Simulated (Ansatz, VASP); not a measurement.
# Two plane-wave programs on TaSiO4

```
Ta Si O
1.0
     3.66604    0.00000    0.00000
    -1.83302    3.17489    0.00000
     0.00000    0.00000    7.25565
Ta Si O
1 1 4
Direct
  0.00000 0.00000 0.50000
  0.00000 0.00000 0.00000
  0.00000 0.00000 0.78316
  0.00000 0.00000 0.21684
  0.33333 0.66667 0.50000
  0.66667 0.33333 0.50000
```

Alike in both runs: functional PBE; k mesh 12 × 12 × 6; occupations gaussian, width 0.1 eV; no spin polarisation.

Ansatz relaxed the structure, and its values are those at the end. VASP's run is a single point on that final structure, the one shown.

|  | VASP | Ansatz |
| --- | --- | --- |
| version | VASP 6.6.1 | Ansatz 0.2.0 |
| potentials or method | VASP PAW PBE potentials, release 64 (Ta_sv_GW, Si, O), cutoff 600 eV | scalar-relativistic, plane waves, PAW |
| valence electrons in the cell | 41 | 41 |

Ansatz gave:

| Property | Result |
| --- | --- |
| gap on the k mesh at the Fermi level (eV) | none |
| pressure (GPa) | 0.0 |
| rms of the force components (eV/Å) | 0.001 |

Problem. Which values does VASP return?

Solution. gap on the k mesh at the Fermi level (eV): none; pressure (GPa): 0.0; rms of the force components (eV/Å): 0.039.

A gap of «none» marks a metal or a gap that the smearing closes. With one functional, cell and mesh, what is left measures potentials, basis and numerics.

Spin-orbit coupling is off throughout.
